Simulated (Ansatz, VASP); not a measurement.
# BaS: VASP beside Ansatz

The input POSCAR:

```
BaS
1.0
    3.8337582597      0.0000000000      0.0000000000
    0.0000000000      3.8337582597      0.0000000000
    0.0000000000      0.0000000000      3.8337582597
Ba S
1 1
Direct
    0.0000000000      0.0000000000      0.0000000000
    0.5000000000      0.5000000000      0.5000000000
```

Contents of INCAR.step1:

```
SYSTEM = BaS
PREC = Accurate
ENCUT = 520
EDIFF = 1E-5
ISMEAR = 0
SIGMA = 0.01
LREAL = .False.
LASPH = .True.
NELM = 60
ALGO = Normal
ISIF = 2
LWAVE = .True.
LCHARG = .False.
GGA = PE
NBANDS = 15
```

The input INCAR.step2:

```
SYSTEM = BaS
PREC = Accurate
ENCUT = 520
EDIFF = 1E-7
ISMEAR = 0
SIGMA = 0.01
LREAL = .False.
LASPH = .True.
NELM = 60
ALGO = Normal
ISIF = 2
LWAVE = .False.
LCHARG = .False.
METAGGA = R2SCAN
LHFCALC = .True.
AEXX = 0.25
LMIXTAU = .True.
PRECFOCK = Normal
ISTART = 1
NBANDS = 15
```

KPOINTS

```
regular mesh
0
Gamma
  4 4 4
  0 0 0
```

Input for Ansatz:

```yaml
crystal:
  lattice:
    - [3.8337582597, 0.0, 0.0]
    - [0.0, 3.8337582597, 0.0]
    - [0.0, 0.0, 3.8337582597]
  atoms:
    - { symbol: Ba, position: [0.0, 0.0, 0.0] }
    - { symbol: S, position: [0.5, 0.5, 0.5] }
kpoints:
  mp_grid: { grid: [4, 4, 4] }
  band_path:
    path:
      - [0.0, 0.0, 0.0]
      - [0.0, 0.5, 0.0]
      - [0.5, 0.5, 0.0]
      - [0.5, 0.5, 0.5]
      - [0.0, 0.5, 0.5]
    npoints: 1
hamiltonian:
  xc: r2scan0
scf:
  occupations: { method: fixed }
  n_extra_bands: 4
output:
  forces: true
  stress: true
  eigenvalues: true
```

Alike in both runs: task single point; functional r2SCAN0; k mesh 4 × 4 × 4; no spin polarisation.

|  | VASP | Ansatz |
| --- | --- | --- |
| version | VASP 6.6.1 | Ansatz 0.2.0 |
| potentials or method | VASP PAW PBE potentials, release 64 (Ba_sv, S) | plane waves, PAW |
| plane-wave cutoff (eV) | 520 | 500 |
| occupations | gaussian, width 0.01 eV | fixed |
| valence electrons in the cell | 16 | 16 |

```tsv
	VASP	Ansatz	Ansatz less VASP
gap on the k mesh at the Fermi level (eV)	3.30	3.38	+0.083
pressure (GPa)	0.4	-0.3	-0.74
```

VASP's potentials were made for PBE, not for r2SCAN0. Ansatz's warnings: stress exchange threshold loose, stress scf threshold loose.

Neither program's run includes spin-orbit coupling.
